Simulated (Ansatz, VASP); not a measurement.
## Two plane-wave programs on Al3As4

```
Al As
1.0
     0.00000    5.72791    0.00000
     0.00000    0.00000   -5.72791
    -5.72791    0.00000    0.00000
Al As
3 4
Direct
  0.00000 0.00000 0.00000
  0.50000 0.50000 0.00000
  0.00000 0.50000 0.50000
  0.74827 0.75173 0.74827
  0.25173 0.75173 0.25173
  0.74827 0.24827 0.25173
  0.25173 0.24827 0.74827
```

Change from the starting cell: Al vacancy (site a), charge +0, atoms relaxed at the host's cell.

Alike in both runs: functional PBE; k mesh 3 × 3 × 3; occupations gaussian, width 0.01 eV; collinear spin.

Ansatz relaxed the structure, and its values are those at the end. VASP's run is a single point on that final structure, the one shown.

```csv
,VASP,Ansatz
version,VASP 6.6.1,Ansatz 0.2.0
potentials or method,"VASP PAW PBE potentials, release 64 (Al, As), cutoff 520 eV","scalar-relativistic, plane waves, PAW"
valence electrons in the cell,29,69
```

```csv
,VASP,Ansatz,Ansatz less VASP
gap on the k mesh at the Fermi level (eV),none,none,-
rms of the force components (eV/Å),0.010,0.005,-0.0051
net moment per atom (μB),0.03,0.03,0.000
```

A gap of «none» marks a metal or a gap that the smearing closes. VASP's potentials hold 29 valence electrons a cell and Ansatz's 69, so a difference there can come from the potentials and not from the codes.

The k mesh is coarse, so the values compare programs but aren't converged.
